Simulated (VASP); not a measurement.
Wanted: the native input for a VASP 6.6.1 run.

```yaml
Task: single point
Functional: LDA
Potentials_or_basis: VASP PAW LDA potentials, release 64 (Rb_sv, Br)
Cutoff: 400 eV
k_mesh: 1 × 1 × 1
Occupations: methfessel-paxton, width 0.15 eV
Spin: no spin polarisation
Dipole_correction: no
Further_INCAR_settings: ALGO = Normal; EDIFF = 1e-06; NBANDS = 42
```

The structure of RbBr lies in POSCAR:

```
RbBr
1.0
    8.2521546000      0.0000000000      0.0000000000
    0.0000000000      8.2521546000      0.0000000000
    0.0000000000      0.0000000000      4.1260773000
Rb Br
4 4
Direct
    0.0285823535      0.0136544945     -0.0522312076
   -0.0393572365      0.5023034833      0.0280411615
    0.4849510454     -0.0130707682     -0.0226304534
    0.4982309711      0.4712010606      0.1154522723
    0.2739036179      0.2664576837      0.5009421418
    0.2226659690      0.7842040429      0.6046224582
    0.7966547306      0.2176328592      0.3938685298
    0.7362898897      0.7594214243      0.4271560787
```

These files were run (other wordings do the same):

INCAR

```
PREC = Accurate
ENCUT = 400
EDIFF = 1E-6
ISMEAR = 1
SIGMA = 0.15
LREAL = F
LASPH = T
NELM = 120
ALGO = Normal
ISIF = 2
LWAVE = F
LCHARG = F
GGA = CA
NBANDS = 42
GGA_COMPAT = F
```

KPOINTS

```
regular mesh
0
Gamma
  1 1 1
```

Potentials or basis: VASP PAW LDA potentials, release 64 (Rb_sv, Br).

Launch:

```console
$ cat potpaw_LDA.64/Rb_sv/POTCAR potpaw_LDA.64/Br/POTCAR > POTCAR
$ mpirun -np 1 vasp_gam > vasp.out
```

It gave:

```json
{
 "Pressure": "5.5 GPa",
 "Largest force": "1.152 eV/Å"
}
```

Caveat: the k points lie up to 1.52 Å⁻¹ apart; forces of over 1 eV/Å act on the atoms, so gaps and moduli don't describe the material at rest.

Run time: 8.2 s on 1 thread of Intel(R) Xeon(R) 6975P-C (Granite Rapids), on a shared host, peak memory 0.19 GiB.
